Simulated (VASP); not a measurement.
# MnSb (P6_3/mmc) in VASP: notebook

Runs on MnSb. Level: PBE. Tasks: single point.

Everything below comes from runs of VASP 6.6.1. Logs are shortened: lines on timing, memory, paths and dates and some standing lists are left out, and cuts for length are marked.

## (1) The cell of the first run

It takes space group P6_3/mmc (No. 194, hexagonal). The conventional cell has a = 4.099 Å, b = 4.099 Å, c = 5.594 Å, α = 90.00°, β = 90.00°, γ = 120.00°. Mn (site symmetry -3m) has 6 Sb at 2.75 Å and 2 Mn at 2.80 Å within 3.6 Å. Sb (site symmetry -6m2) has 6 Mn at 2.75 Å and 6 Sb at 3.66 Å within 3.7 Å.

## (2) Single point, PBE

The input, INCAR:

```
SYSTEM = MnSb
ALGO     = Normal         ! electronic algorithm
EDIFF    = 1E-6           ! SCF threshold, eV
ENCUT    = 520            ! plane-wave cutoff, eV
GGA      = PE             ! functional
ISIF     = 2              ! what is computed and relaxed
ISMEAR   = 0              ! smearing method
LASPH    = .True.         ! aspherical terms in the spheres
LCHARG   = .True.         ! write CHGCAR
LELF     = .True.         ! ELF
LREAL    = .False.        ! projectors in reciprocal space
LVHAR    = .True.       
LWAVE    = .False.        ! write WAVECAR
NBANDS   = 26             ! bands
NELM     = 100            ! most SCF steps
PREC     = Accurate       ! precision mode
SIGMA    = 0.05           ! smearing width, eV
```

The input, KPOINTS:

```
k-points
0
Gamma
  10 10 6
  0 0 0
```

The input, POSCAR:

```
MnSb
1.0
    4.0985077301      0.0000000000      0.0000000000
   -2.0492538651      3.5494118119      0.0000000000
    0.0000000000      0.0000000000      5.5935366968
Mn Sb
2 2
Direct
    0.0000000000      0.0000000000      0.0000000000
    0.0000000000      0.0000000000      0.5000000000
    0.3333333333      0.6666666667      0.2500000000
    0.6666666667      0.3333333333      0.7500000000
```

Potentials or basis: VASP PAW PBE potentials, release 64 (Mn_pv, Sb).

Started as:

```console
> cat potpaw_PBE.64/Mn_pv/POTCAR potpaw_PBE.64/Sb/POTCAR > POTCAR
> mpirun -np 1 vasp_std > vasp.out
```

OUTCAR:

```text
SYSTEM = MnSb
   EDIFF = 1E-6
   ENCUT = 520
   GGA = PE
   ISIF = 2
   ISMEAR = 0
   LASPH = .True.
   LREAL = .False.
   NELM = 100
   PREC = Accurate

 ion  position               nearest neighbor table
   1  0.000  0.000  0.000-   3 2.75   4 2.75   4 2.75   3 2.75   4 2.75   3 2.75   2 2.80   2 2.80

   2  0.000  0.000  0.500-   3 2.75   4 2.75   4 2.75   3 2.75   4 2.75   3 2.75   1 2.80   1 2.80

   3  0.333  0.667  0.250-   1 2.75   2 2.75   1 2.75   2 2.75   1 2.75   2 2.75   4 3.66   4 3.66
                             4 3.66   4 3.66   4 3.66   4 3.66
   4  0.667  0.333  0.750-   1 2.75   2 2.75   1 2.75   2 2.75   1 2.75   2 2.75   3 3.66   3 3.66
                             3 3.66   3 3.66   3 3.66   3 3.66

  LATTYP: Found a hexagonal cell.
 ALAT       =     4.0985077301
 C/A-ratio  =     1.3647739775

  Lattice vectors:

 A1 = (   4.0985077301,   0.0000000000,   0.0000000000)
 A2 = (  -2.0492538651,   3.5494118119,   0.0000000000)
 A3 = (   0.0000000000,   0.0000000000,   5.5935366968)

Analysis of symmetry for initial positions (statically):
=====================================================================
 Subroutine PRICEL returns:
 Original cell was already a primitive cell.

 Routine SETGRP: Setting up the symmetry group for a
 hexagonal supercell.

 Subroutine GETGRP returns: Found 24 space group operations
 (whereof 12 operations were pure point group operations)
 out of a pool of 24 trial point group operations.

The static configuration has the point symmetry D_3d.
 The point group associated with its full space group is D_6h.

Analysis of symmetry for dynamics (positions and initial velocities):
=====================================================================
 Subroutine PRICEL returns:
 Original cell was already a primitive cell.

 Routine SETGRP: Setting up the symmetry group for a
 hexagonal supercell.

 Subroutine GETGRP returns: Found 24 space group operations
 (whereof 12 operations were pure point group operations)
 out of a pool of 24 trial point group operations.

The dynamic configuration has the point symmetry D_3d.
 The point group associated with its full space group is D_6h.

 Subroutine INISYM returns: Found 24 space group operations
 (whereof 12 operations are pure point group operations),
 and found     1 'primitive' translations

----------------------------------------------------------------------------------------

                                     Primitive cell

  volume of cell :      81.3708

  direct lattice vectors                    reciprocal lattice vectors
     4.098507730  0.000000000  0.000000000     0.243991244  0.140868410  0.000000000
    -2.049253865  3.549411812  0.000000000     0.000000000  0.281736821  0.000000000
     0.000000000  0.000000000  5.593536697     0.000000000  0.000000000  0.178777767

  length of vectors
     4.098507730  4.098507730  5.593536697     0.281736821  0.281736821  0.178777767

  position of ions in fractional coordinates (direct lattice)
     0.000000000  0.000000000  0.000000000
     0.000000000  0.000000000  0.500000000
     0.333333333  0.666666667  0.250000000
     0.666666667  0.333333333  0.750000000

  ion indices of the primitive-cell ions
   primitive index   ion index
                 1           1
                 2           2
                 3           3
                 4           4

----------------------------------------------------------------------------------------

 KPOINTS: k-points

Automatic generation of k-mesh.
 Grid dimensions read from file:
 generate k-points for:   10   10    6

 Generating k-lattice:

  Cartesian coordinates                     Fractional coordinates (reciprocal lattice)
     0.024399124  0.014086841  0.000000000     0.100000000 -0.000000000  0.000000000
     0.000000000  0.028173682  0.000000000     0.000000000  0.100000000  0.000000000
     0.000000000  0.000000000  0.029796294     0.000000000  0.000000000  0.166666667

  Length of vectors
     0.028173682  0.028173682  0.029796294

  Shift w.r.t. Gamma in fractional coordinates (k-lattice)
     0.000000000  0.000000000  0.000000000

 Subroutine IBZKPT returns following result:
 ===========================================

 Found     56 irreducible k-points:

 Following reciprocal coordinates:
            Coordinates               Weight
  0.000000  0.000000  0.000000      1.000000
  0.100000  0.000000  0.000000      6.000000
  0.200000  0.000000  0.000000      6.000000
  0.300000  0.000000  0.000000      6.000000
  0.400000  0.000000  0.000000      6.000000
  0.500000  0.000000  0.000000      3.000000
[... 16 lines left out ...]
  0.300000  0.100000  0.166667     24.000000
  0.400000  0.100000  0.166667     24.000000
 [... further k-points ...]
   k-points           NKPTS =     56   k-points in BZ     NKDIM =     56   number of bands    NBANDS=     26
   number of dos      NEDOS =    301   number of ions     NIONS =      4
   total plane-waves  NPLWV =  37800
   dimension x,y,z NGX =    30 NGY =   30 NGZ =   42
   dimension x,y,z NGXF=    60 NGYF=   60 NGZF=   84
   ions per type =               2   2
   NGX,Y,Z   is equivalent  to a cutoff of  12.17, 12.17, 12.48 a.u.
   NGXF,Y,Z  is equivalent  to a cutoff of  24.34, 24.34, 24.97 a.u.
 SYSTEM =  MnSb
   PREC   = accura    normal or accurate (medium, high low for compatibility)
   ISTART =      0    job   : 0-new  1-cont  2-samecut
   ICHARG =      2    charge: 1-file 2-atom 10-const
   ISPIN  =      1    spin polarized calculation?
   LNONCOLLINEAR =      F non collinear calculations
   LSORBIT =      F    spin-orbit coupling
   LASPH  =      T    aspherical Exc in radial PAW
   ENCUT  =  520.0 eV  38.22 Ry    6.18 a.u.   7.62  7.62 10.40*2*pi/ulx,y,z
   NELM   =    100;   NELMIN=  2; NELMDL= -5     # of ELM steps
   EDIFF  = 0.1E-05   stopping-criterion for ELM
   LREAL  =      F    real-space projection
   EDIFFG = 0.1E-04   stopping-criterion for IOM
   NSW    =      0    number of steps for IOM
   IBRION =     -1    ionic relax: 0-MD 1-quasi-New 2-CG
   NFREE  =      0    steps in history (QN), initial steepest desc. (CG)
   ISIF   =      2    stress and relaxation
   ISYM   =      2    0-nonsym 1-usesym 2-fastsym
   POTIM  = 0.5000    time-step for ionic-motion
   TEBEG  =    0.0;   TEEND  =   0.0 temperature during run
   PSTRESS=    0.0 pullay stress
   NELECT =      36.0000    total number of electrons
   NUPDOWN=      -1.0000    fix difference up-down
   EMIN   =  10.00;   EMAX   =-10.00  energy-range for DOS
   EFERMI =   0.00;   METHOD = LEGACY
   ISMEAR =     0;   SIGMA  =   0.05  broadening in eV -4-tet -1-fermi 0-gaus
   EFERMI_NEDOS =   21; number of points for ismear=-14 and -15
   IALGO  =     38    algorithm
   IMIX   =      4    mixing-type and parameters
     AMIX     =   0.40;   BMIX     =  1.00
     AMIX_MAG =   1.60;   BMIX_MAG =  1.00
  volume/ion in A,a.u.               =      20.34       137.28
  Fermi-wavevector in a.u.,A,eV,Ry     =   1.247439  2.357319 21.172094  1.556105
  Thomas-Fermi vector in A             =   2.381571
   LORBIT       =      0    0 simple, 1 ext, 2 COOP (PROOUT), +10 PAW based schemes
   GGA     = PE    functional components
   LHFCALC =     F    Hartree Fock is set to
   AEXX    =    0.0000 exact exchange contribution
   IVDW    =     0    specifies the selected vdW correction
   LEPSILON=     F    determine dielectric tensor
   LRPA    =     F    only Hartree local field effects (RPA)
 non-spin polarized calculation
 Gauss-broadening in eV      SIGMA  =   0.05
  energy-cutoff  :      520.00
  volume of cell :       81.37
 maximum number of plane-waves:      2223
   NGX = 15   NGY = 15   NGZ = 21

 number of electron      36.0000039 magnetization

 Free energy of the ion-electron system (eV)
  ---------------------------------------------------
  ext. energy  EPLUGINS =         0.00000000
  ---------------------------------------------------
  free energy    TOTEN  =       -24.79400777 eV

  energy without entropy =      -24.77874364  energy(sigma->0) =      -24.78637571

 E-fermi :   7.8009     XC(G=0): -10.9205

 val. band max:        7.7959330926   @ k =   0.3000   0.2000   0.3333
 cond. band min:       7.8029213021   @ k =   0.1000   0.1000   0.0000
 fundamental gap:      0.0069882095
 Fermi energy:         7.8009390425

 k-point     1 :       0.0000    0.0000    0.0000
  band No.  band energies     occupation
      1     -40.0310      2.00000
      2     -39.9105      2.00000
      3     -39.7028      2.00000
      4     -39.7028      2.00000
      5     -39.6906      2.00000
      6     -39.6906      2.00000
[... 18 lines left out ...]
     25      11.4241      0.00000
     26      13.5604      0.00000

 k-point     2 :       0.1000    0.0000    0.0000
  band No.  band energies     occupation
      1     -40.0309      2.00000
      2     -39.9104      2.00000
      3     -39.7031      2.00000
      4     -39.7029      2.00000
      5     -39.6908      2.00000
      6     -39.6907      2.00000
[... 18 lines left out ...]
     25      12.3589      0.00000
     26      13.9057      0.00000

 k-point     3 :       0.2000    0.0000    0.0000
  band No.  band energies     occupation
      1     -40.0308      2.00000
      2     -39.9104      2.00000
      3     -39.7038      2.00000
      4     -39.7031      2.00000
      5     -39.6913      2.00000
      6     -39.6907      2.00000
[... 18 lines left out ...]
     25      12.6037      0.00000
     26      14.2172      0.00000

 k-point     4 :       0.3000    0.0000    0.0000
  band No.  band energies     occupation
      1     -40.0305      2.00000
      2     -39.9103      2.00000
      3     -39.7046      2.00000
      4     -39.7033      2.00000
      5     -39.6919      2.00000
      6     -39.6908      2.00000
[... 18 lines left out ...]
     25      12.4379      0.00000
     26      13.8087      0.00000

 k-point     5 :       0.4000    0.0000    0.0000
  band No.  band energies     occupation
      1     -40.0304      2.00000
      2     -39.9102      2.00000
      3     -39.7053      2.00000
      4     -39.7035      2.00000
      5     -39.6924      2.00000
      6     -39.6909      2.00000
[... 18 lines left out ...]
     25      12.3983      0.00000
     26      13.2363      0.00000

 k-point     6 :       0.5000    0.0000    0.0000
  band No.  band energies     occupation
      1     -40.0303      2.00000
      2     -39.9102      2.00000
      3     -39.7055      2.00000
      4     -39.7036      2.00000
      5     -39.6926      2.00000
      6     -39.6909      2.00000
[... 427 lines left out ...]
 k-point    21 :       0.1000    0.1000    0.1667
  band No.  band energies     occupation
      1     -40.0228      2.00000
      2     -39.9185      2.00000
      3     -39.7027      2.00000
      4     -39.7022      2.00000
      5     -39.6920      2.00000
      6     -39.6915      2.00000
[... 18 lines left out ...]
     25      13.1337      0.00000
     26      13.7248      0.00000

 k-point    22 :       0.2000    0.1000    0.1667
  band No.  band energies     occupation
      1     -40.0226      2.00000
      2     -39.9184      2.00000
      3     -39.7034      2.00000
      4     -39.7025      2.00000
      5     -39.6925      2.00000
      6     -39.6917      2.00000
[... 18 lines left out ...]
     25      13.0612      0.00000
     26      13.5787      0.00000

 k-point    23 :       0.3000    0.1000    0.1667
  band No.  band energies     occupation
      1     -40.0224      2.00000
      2     -39.9183      2.00000
      3     -39.7041      2.00000
      4     -39.7027      2.00000
      5     -39.6930      2.00000
      6     -39.6918      2.00000
[... 18 lines left out ...]
     25      12.9443      0.00000
     26      13.2839      0.00000

 k-point    24 :       0.4000    0.1000    0.1667
  band No.  band energies     occupation
      1     -40.0223      2.00000
      2     -39.9183      2.00000
      3     -39.7045      2.00000
      4     -39.7029      2.00000
      5     -39.6933      2.00000
      6     -39.6919      2.00000
[... 18 lines left out ...]
     25      12.8869      0.00000
     26      13.2594      0.00000

 [... further k-points ...]

------------------------ aborting loop because EDIFF is reached ----------------------------------------

  FORCE on cell =-STRESS in cart. coord.  units (eV):
  Direction    XX          YY          ZZ          XY          YZ          ZX
  --------------------------------------------------------------------------------------
  -------------------------------------------------------------------------------------
  Total       -5.2386391     -5.2386391     -9.8563547      0.0000000      0.0000000      0.0000000
  in kB     -103.1479068   -103.1479068   -194.0699379      0.0000000      0.0000000      0.0000000
  external PRESSURE =    -133.4552505 kB  Pullay stress =       0.0000000 kB

 VOLUME and BASIS-vectors are now :
 -----------------------------------------------------------------------------
  energy-cutoff  :      520.00
  volume of cell :       81.37
      direct lattice vectors                 reciprocal lattice vectors
     4.098507730  0.000000000  0.000000000     0.243991244  0.140868410  0.000000000
    -2.049253865  3.549411812  0.000000000     0.000000000  0.281736821  0.000000000
     0.000000000  0.000000000  5.593536697     0.000000000  0.000000000  0.178777767

 POSITION                                       TOTAL-FORCE (eV/Angst)
 -----------------------------------------------------------------------------------
      0.00000      0.00000      0.00000         0.000000      0.000000     -0.000000
      0.00000      0.00000      2.79677         0.000000      0.000000     -0.000000
     -0.00000      2.36627      1.39838         0.000000     -0.000000      0.000000
      2.04925      1.18314      4.19515        -0.000000      0.000000      0.000000
 -----------------------------------------------------------------------------------
    total drift:                                0.000000     -0.000000      0.000000

  FREE ENERGIE OF THE ION-ELECTRON SYSTEM (eV)
  ---------------------------------------------------
  free  energy   TOTEN  =       -24.7940077748 eV

  energy  without entropy=      -24.7787436370  energy(sigma->0) =      -24.78637571
```

Run time: 42 s. Hardware: 1 thread of AMD EPYC 9R45 (Zen 5), shared host; peak memory 0.22 GiB.

What came out:

* Free energy: -24.7940 eV
* Pressure: -13.3 GPa
* Band gap on the k mesh: zero (bands 18 and 19 overlap by 0.40 eV)

Stress tensor (GPa, compression positive):
```
-10.31   0.00   0.00
  0.00 -10.31   0.00
  0.00   0.00 -19.41
```

Levels at points of the mesh, in eV from the Fermi level:
```csv
k point,band 16,band 17,band 18,band 19,band 20,band 21
"(0.00, 0.00, 0.00)",-0.48,0.25,0.25,0.98,0.98,1.51
"(0.50, 0.00, 0.00)",-0.51,-0.33,-0.09,0.01,0.17,0.28
"(0.00, 0.00, 0.50)",-0.55,-0.55,-0.55,0.52,0.52,2.88
"(0.50, 0.00, 0.50)",-0.57,-0.20,-0.20,-0.15,-0.15,1.35
```

Caveat: the cell stands under tension; spin-orbit coupling is left out, which moves the levels of the heavy elements; the run has no spin polarisation, though such a crystal can be magnetic.

## (3) Single point, PBE, collinear spin, ferromagnetic start (19.22 Å³/atom)

This run uses another cell than the first one, of 19.22 Å³/atom.

The input, INCAR:

```
SYSTEM = MnSb
ALGO     = Normal         ! electronic algorithm
EDIFF    = 1E-6           ! SCF threshold, eV
ENCUT    = 520            ! plane-wave cutoff, eV
GGA      = PE             ! functional
ISIF     = 2              ! what is computed and relaxed
ISMEAR   = 0              ! smearing method
ISPIN    = 2              ! spin polarisation
LASPH    = .TRUE.         ! aspherical terms in the spheres
LCHARG   = .FALSE.        ! write CHGCAR
LMAXMIX  = 4              ! l up to which the mixer works
LORBIT   = 11             ! projections on sites
LREAL    = .FALSE.        ! projectors in reciprocal space
LWAVE    = .FALSE.        ! write WAVECAR
MAGMOM   = 3.43 3.43 0 0  ! initial moments
NBANDS   = 30             ! bands
NELM     = 150            ! most SCF steps
PREC     = Accurate       ! precision mode
SIGMA    = 0.05           ! smearing width, eV
```

The input, KPOINTS:

```
k-points
0
G
  10 10 6
  0 0 0
```

The input, POSCAR:

```
MnSb
1.0
    4.0183923218      0.0000000000      0.0000000000
   -2.0091961609      3.4800298331      0.0000000000
    0.0000000000      0.0000000000      5.4987648342
Mn Sb
2 2
Direct
    0.0000000000      0.0000000000      0.0000000000
    0.0000000000      0.0000000000      0.5000000000
    0.3333333333      0.6666666667      0.2500000000
    0.6666666667      0.3333333333      0.7500000000
```

Potentials or basis: VASP PAW PBE potentials, release 64 (Mn_pv, Sb).

Started as:

```console
> cat potpaw_PBE.64/Mn_pv/POTCAR potpaw_PBE.64/Sb/POTCAR > POTCAR
> mpirun -np 1 vasp_std > vasp.out
```

OUTCAR:

```text
SYSTEM = MnSb
   EDIFF = 1E-6
   ENCUT = 520
   GGA = PE
   ISIF = 2
   ISMEAR = 0
   ISPIN = 2
   LASPH = .TRUE.
   LORBIT = 11
   LREAL = .FALSE.
   NELM = 150
   PREC = Accurate

 ion  position               nearest neighbor table
   1  0.000  0.000  0.000-   3 2.70   4 2.70   4 2.70   3 2.70   4 2.70   3 2.70   2 2.75   2 2.75

   2  0.000  0.000  0.500-   3 2.70   4 2.70   4 2.70   3 2.70   4 2.70   3 2.70   1 2.75   1 2.75

   3  0.333  0.667  0.250-   1 2.70   2 2.70   1 2.70   2 2.70   1 2.70   2 2.70   4 3.60   4 3.60
                             4 3.60   4 3.60   4 3.60   4 3.60
   4  0.667  0.333  0.750-   1 2.70   2 2.70   1 2.70   2 2.70   1 2.70   2 2.70   3 3.60   3 3.60
                             3 3.60   3 3.60   3 3.60   3 3.60

[... 1822 lines left out ...]
     0.000000000  0.000000000  5.498764834     0.000000000  0.000000000  0.181859023

 POSITION                                       TOTAL-FORCE (eV/Angst)
 -----------------------------------------------------------------------------------
      0.00000      0.00000      0.00000         0.000000      0.000000      0.000000
      0.00000      0.00000      2.74938         0.000000      0.000000      0.000000
     -0.00000      2.32002      1.37469        -0.000000      0.000000      0.000000
      2.00920      1.16001      4.12407         0.000000     -0.000000      0.000000
 -----------------------------------------------------------------------------------
    total drift:                                0.000000     -0.000000      0.000000

  FREE ENERGIE OF THE ION-ELECTRON SYSTEM (eV)
  ---------------------------------------------------
  free  energy   TOTEN  =       -26.3242298101 eV

  energy  without entropy=      -26.3209927529  energy(sigma->0) =      -26.32261128

 total charge

# of ion       s       p       d       tot
------------------------------------------
    1        0.295   6.254   5.114  11.663
    2        0.295   6.254   5.114  11.663
    3        1.126   1.313   0.058   2.497
    4        1.126   1.313   0.058   2.497
--------------------------------------------------
tot          2.842  15.134  10.343  28.319

 magnetization (x)

# of ion       s       p       d       tot
------------------------------------------
    1        0.032   0.029   3.002   3.064
    2        0.032   0.029   3.002   3.064
    3        0.001  -0.120   0.007  -0.113
    4        0.001  -0.120   0.007  -0.113
--------------------------------------------------
tot          0.065  -0.182   6.018   5.901
```

It took 99 s on 1 thread of AMD EPYC 9R45 (Zen 5), shared host; peak memory 0.31 GiB.

Results:

| Item | Value |
| --- | --- |
| Free energy | -26.3242 eV |
| Pressure | 4.0 GPa |
| Net moment | 6.07 μB per cell |
| Site moments | Mn +3.06; Sb -0.11 μB |
| Valence electrons inside the program's atomic spheres | Mn 11.66; Sb 2.50 |

Stress tensor (GPa, compression positive):
```
3.97 0.00 0.00
0.00 3.97 0.00
0.00 0.00 4.12
```

Caveat: the cell stands under pressure; spin-orbit coupling is left out, which moves the levels of the heavy elements; only a ferromagnetic start was run, and an antiferromagnetic order may lie lower in energy.

(Part 1 of 2 ends here.)
